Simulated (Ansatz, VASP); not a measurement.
**In3Se: VASP beside Ansatz**

Contents of INCAR:

```
SYSTEM = In3Se
PREC     = Accurate       ! precision mode
ENCUT    = 520            ! plane-wave cutoff, eV
EDIFF    = 1E-6           ! SCF threshold, eV
ISMEAR   = 0              ! smearing method
SIGMA    = 0.1            ! smearing width, eV
LREAL    = .False.        ! projectors in reciprocal space
LASPH    = .True.         ! aspherical terms in the spheres
NELM     = 100            ! most SCF steps
ALGO     = Normal         ! electronic algorithm
ISIF     = 2              ! what is computed and relaxed
LWAVE    = .False.        ! write WAVECAR
LCHARG   = .True.         ! write CHGCAR
GGA      = PE             ! functional
LELF     = .True.         ! ELF
LVHAR    = .True.       
NBANDS   = 30             ! bands
```

File KPOINTS:

```
Automatic mesh
0
Gamma
  12 12 12
  0 0 0
```

File POSCAR:

```
In3Se
1.0
   -2.9751381017      2.9751381017      2.9751381017
    2.9751381017     -2.9751381017      2.9751381017
    2.9751381017      2.9751381017     -2.9751381017
In Se
3 1
Direct
    0.0000000000      0.5000000000      0.5000000000
    0.5000000000      0.0000000000      0.5000000000
    0.5000000000      0.5000000000      0.0000000000
    0.0000000000      0.0000000000      0.0000000000
```

Input for Ansatz:

```yaml
crystal:
  lattice:
    - [-2.9751381017, 2.9751381017, 2.9751381017]
    - [2.9751381017, -2.9751381017, 2.9751381017]
    - [2.9751381017, 2.9751381017, -2.9751381017]
  atoms:
    - { symbol: In, position: [0.0, 0.5, 0.5] }
    - { symbol: In, position: [0.5, 0.0, 0.5] }
    - { symbol: In, position: [0.5, 0.5, 0.0] }
    - { symbol: Se, position: [0.0, 0.0, 0.0] }
basis:
  ecutwfc: 420
kpoints:
  mp_grid: { grid: [12, 12, 12] }
hamiltonian:
  xc: pbe
scf:
  occupations: { method: gaussian, width: 0.1 }
output:
  forces: true
  stress: true
  eigenvalues: true
```

Alike in both runs: task single point; functional PBE; k mesh 12 × 12 × 12; occupations gaussian, width 0.1 eV; no spin polarisation.

```csv
,VASP,Ansatz
version,VASP 6.6.1,Ansatz 0.2.0
potentials or method,"VASP PAW PBE potentials, release 64 (In_d, Se), cutoff 520 eV","scalar-relativistic, plane waves, PAW"
valence electrons in the cell,45,55
```

|  | VASP | Ansatz | Ansatz less VASP |
| --- | --- | --- | --- |
| gap on the k mesh at the Fermi level (eV) | none | none | - |
| pressure (GPa) | 2.5 | 2.5 | +0.01 |

A gap of «none» marks a metal or a gap that the smearing closes. VASP's potentials hold 45 valence electrons a cell and Ansatz's 55, so a difference there can come from the potentials and not from the codes.
